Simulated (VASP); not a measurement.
# CoSn (P6/mmm) in VASP: notebook, part 2 of 2

VASP 6.6.1. The steps go on from the part before.

## Step 4: Relaxation of shape and atoms at fixed volume, PBE (volume scaled by 0.97)

Contents of INCAR:

```
SYSTEM = CoSn
  PREC = Accurate
  ENCUT = 600
  EDIFF = 1E-6
  ISMEAR = 0
  SIGMA = 0.1
  LREAL = .FALSE.
  LASPH = .TRUE.
  NELM = 80
  ALGO = Fast
  ISIF = 4
  LWAVE = .FALSE.
  LCHARG = .FALSE.
  GGA = PE
  IBRION = 2
  NSW = 50
  EDIFFG = -0.01
```

Contents of KPOINTS:

```
regular mesh
0
G
  9 9 8
  0 0 0
```

Contents of POSCAR:

```
CoSn
1.0
    5.2431058877      0.0000000000      0.0000000000
   -2.6215529438      4.5406628934      0.0000000000
    0.0000000000      0.0000000000      4.1875112468
Co Sn
3 3
Direct
    0.0000000000      0.5000000000      0.0000000000
    0.5000000000      0.5000000000      0.0000000000
    0.5000000000      0.0000000000      0.0000000000
    0.6666666667      0.3333333333      0.5000000000
    0.3333333333      0.6666666667      0.5000000000
    0.0000000000      0.0000000000      0.0000000000
```

Potentials or basis: VASP PAW PBE potentials, release 64 (Co, Sn_d).

The run is started by

```bash
$ cat potpaw_PBE.64/Co/POTCAR potpaw_PBE.64/Sn_d/POTCAR > POTCAR
$ mpirun -np 1 vasp_std > vasp.out
```

OUTCAR:

```text
SYSTEM = CoSn
   PREC = Accurate
   ENCUT = 600
   EDIFF = 1E-6
   ISMEAR = 0
   LREAL = .FALSE.
   LASPH = .TRUE.
   NELM = 80
   ISIF = 4
   GGA = PE
   IBRION = 2
   NSW = 50
   EDIFFG = -0.01

 ion  position               nearest neighbor table
   1  0.000  0.500  0.000-   4 2.58   5 2.58   4 2.58   5 2.58   6 2.62   6 2.62   3 2.62   3 2.62
                             2 2.62   2 2.62
   2  0.500  0.500  0.000-   4 2.58   5 2.58   4 2.58   5 2.58   3 2.62   3 2.62   6 2.62   6 2.62
                             1 2.62   1 2.62
   3  0.500  0.000  0.000-   4 2.58   5 2.58   4 2.58   5 2.58   2 2.62   2 2.62   1 2.62   1 2.62
                             6 2.62   6 2.62
   4  0.667  0.333  0.500-   3 2.58   3 2.58   1 2.58   1 2.58   2 2.58   2 2.58   5 3.03   5 3.03
                             5 3.03   6 3.68   6 3.68   6 3.68   6 3.68   6 3.68   6 3.68
   5  0.333  0.667  0.500-   3 2.58   3 2.58   1 2.58   1 2.58   2 2.58   2 2.58   4 3.03   4 3.03
                             4 3.03   6 3.68   6 3.68   6 3.68   6 3.68   6 3.68   6 3.68
   6  0.000  0.000  0.000-   1 2.62   1 2.62   2 2.62   2 2.62   3 2.62   3 2.62   5 3.68   4 3.68
                             5 3.68   4 3.68   4 3.68   4 3.68   5 3.68   5 3.68   4 3.68   5 3.68

  LATTYP: Found a hexagonal cell.
 ALAT       =     5.2431058877
 C/A-ratio  =     0.7986699747

  Lattice vectors:

 A1 = (   5.2431058877,   0.0000000000,   0.0000000000)
 A2 = (  -2.6215529438,   4.5406628934,   0.0000000000)
 A3 = (   0.0000000000,   0.0000000000,   4.1875112468)

Analysis of symmetry for initial positions (statically):
=====================================================================
 Subroutine PRICEL returns:
 Original cell was already a primitive cell.

 Routine SETGRP: Setting up the symmetry group for a
 hexagonal supercell.

 Subroutine GETGRP returns: Found 24 space group operations
 (whereof 24 operations were pure point group operations)
 out of a pool of 24 trial point group operations.

The static configuration has the point symmetry D_6h.

[... 141 lines left out ...]
  volume/ion in A,a.u.               =      16.62       112.13
  Fermi-wavevector in a.u.,A,eV,Ry     =   1.448116  2.736542 28.531945  2.097039
  Thomas-Fermi vector in A             =   2.565993
   LORBIT       =      0    0 simple, 1 ext, 2 COOP (PROOUT), +10 PAW based schemes
   GGA     = PE    functional components
   LHFCALC =     F    Hartree Fock is set to
   AEXX    =    0.0000 exact exchange contribution
   IVDW    =     0    specifies the selected vdW correction
   LEPSILON=     F    determine dielectric tensor
   LRPA    =     F    only Hartree local field effects (RPA)
 conjugate gradient relaxation of ions
 non-spin polarized calculation
 RMM-DIIS sequential band-by-band and
 Gauss-broadening in eV      SIGMA  =   0.10
  energy-cutoff  :      600.00
  volume of cell :       99.69
 maximum number of plane-waves:      3353
 NGX is ok and might be reduce to    42
   NGX = 21   NGY = 21   NGZ = 17

 number of electron      69.0000020 magnetization

 Free energy of the ion-electron system (eV)
  ---------------------------------------------------
  ext. energy  EPLUGINS =         0.00000000
  ---------------------------------------------------
  free energy    TOTEN  =       -33.22152769 eV

  energy without entropy =      -33.20955495  energy(sigma->0) =      -33.21554132

 E-fermi :  10.1613     XC(G=0): -11.8648

 val. band max:       10.1514675848   @ k =   0.3333   0.0000   0.1250
 cond. band min:      10.2222359820   @ k =   0.4444   0.1111   0.2500
 fundamental gap:      0.0707683972
 Fermi energy:        10.1613323418

 k-point     1 :       0.0000    0.0000    0.0000
  band No.  band energies     occupation
      1     -11.3471      2.00000
      2     -11.2320      2.00000
      3     -11.2320      2.00000
      4     -11.2161      2.00000
      5     -11.2161      2.00000
      6     -11.1228      2.00000
[... 1045 lines left out ...]
     40      14.8039      0.00000
     41      14.8191      0.00000

 [... further k-points ...]
[... 5 lines left out ...]
  --------------------------------------------------------------------------------------
  -------------------------------------------------------------------------------------
  Total        2.5890788      2.5890788      2.5463615      0.0000000      0.0000000      0.0000000
  in kB       41.6094497     41.6094497     40.9229341      0.0000000      0.0000000      0.0000000
  external PRESSURE =      41.3806112 kB  Pullay stress =       0.0000000 kB

 VOLUME and BASIS-vectors are now :
 -----------------------------------------------------------------------------
  energy-cutoff  :      600.00
  volume of cell :       99.69
      direct lattice vectors                 reciprocal lattice vectors
     5.243105888  0.000000000  0.000000000     0.190726646  0.110116080  0.000000000
    -2.621552944  4.540662893  0.000000000     0.000000000  0.220232161  0.000000000
     0.000000000  0.000000000  4.187511247     0.000000000  0.000000000  0.238805329

 POSITION                                       TOTAL-FORCE (eV/Angst)
 -----------------------------------------------------------------------------------
     -1.31078      2.27033      0.00000         0.000000      0.000000      0.000000
      1.31078      2.27033      0.00000         0.000000      0.000000      0.000000
      2.62155      0.00000      0.00000         0.000000      0.000000      0.000000
      2.62155      1.51355      2.09376        -0.000000     -0.000000     -0.000000
     -0.00000      3.02711      2.09376        -0.000000      0.000000      0.000000
      0.00000      0.00000      0.00000         0.000000      0.000000      0.000000
 -----------------------------------------------------------------------------------
    total drift:                                0.000000      0.000000     -0.000000

  FREE ENERGIE OF THE ION-ELECTRON SYSTEM (eV)
  ---------------------------------------------------
  free  energy   TOTEN  =       -33.2215276892 eV

  energy  without entropy=      -33.2095549504  energy(sigma->0) =      -33.21554132

 reached required accuracy - stopping structural energy minimisation
```

CONTCAR:

```text
CoSn
   1.00000000000000
     5.2431058876999996    0.0000000000000000    0.0000000000000000
    -2.6215529437999998    4.5406628934000004    0.0000000000000000
     0.0000000000000000    0.0000000000000000    4.1875112467999998
  Co              Sn
     3     3
Direct
     0.0000000000000000    0.5000000000000000    0.0000000000000000
     0.5000000000000000    0.5000000000000000    0.0000000000000000
     0.5000000000000000    0.0000000000000000    0.0000000000000000
     0.6666666667000030    0.3333333332999970    0.5000000000000000
     0.3333333332999970    0.6666666667000030    0.5000000000000000
     0.0000000000000000    0.0000000000000000    0.0000000000000000

  0.00000000E+00  0.00000000E+00  0.00000000E+00
  0.00000000E+00  0.00000000E+00  0.00000000E+00
  0.00000000E+00  0.00000000E+00  0.00000000E+00
  0.00000000E+00  0.00000000E+00  0.00000000E+00
  0.00000000E+00  0.00000000E+00  0.00000000E+00
  0.00000000E+00  0.00000000E+00  0.00000000E+00
```

Wall time 12 min (1 thread of Oxide Virtual Turin-like, shared host); peak memory 0.37 GiB.

Results:

* Free energy: -33.2215 eV
* Pressure after relaxing: 4.1 GPa

Final structure:
```yaml
crystal:
  lattice:
    - [5.24311, 0.00000, 0.00000]
    - [-2.62155, 4.54066, 0.00000]
    - [0.00000, 0.00000, 4.18751]
  atoms:
    - { symbol: Co, position: [0.00000, 0.50000, 0.00000] }
    - { symbol: Co, position: [0.50000, 0.50000, 0.00000] }
    - { symbol: Co, position: [0.50000, 0.00000, 0.00000] }
    - { symbol: Sn, position: [0.66667, 0.33333, 0.50000] }
    - { symbol: Sn, position: [0.33333, 0.66667, 0.50000] }
    - { symbol: Sn, position: [0.00000, 0.00000, 0.00000] }
```

Levels at points of the mesh, in eV from the Fermi level:
| k point | band 32 | band 33 | band 34 | band 35 | band 36 | band 37 |
| --- | --- | --- | --- | --- | --- | --- |
| (0.00, 0.00, 0.00) | -0.43 | -0.40 | -0.40 | 0.55 | 0.67 | 1.42 |
| (0.00, 0.00, 0.50) | -0.50 | -0.48 | -0.48 | -0.39 | -0.39 | -0.13 |

Caveat: the relaxation stopped at its first step, so nothing moved; spin-orbit coupling is left out, which moves the levels of the heavy elements.

## Step 5: Summary

```tsv
cell	gap on the mesh (eV)	pressure (GPa)
relaxed from a = 5.133, b = 5.133, c = 4.099 Å, angles 90.0, 90.0, 120.0°, 6 atoms	none	15.0
relaxed from a = 5.188, b = 5.188, c = 4.144 Å, angles 90.0, 90.0, 120.0°, 6 atoms	none	9.1
relaxed from a = 5.243, b = 5.243, c = 4.188 Å, angles 90.0, 90.0, 120.0°, 6 atoms	none	4.1
```

Alike in all rows: task relaxation of shape and atoms at fixed volume; level PBE; potentials or basis VASP PAW PBE potentials, release 64 (Co, Sn_d); no spin polarisation; k mesh 9 × 9 × 8; cutoff (eV) 600; smearing gaussian 0.1 eV.

Caveats: the relaxation stopped at its first step, so nothing moved; spin-orbit coupling is left out, which moves the levels of the heavy elements.

Absolute energies hang on the potentials; compare differences alone.
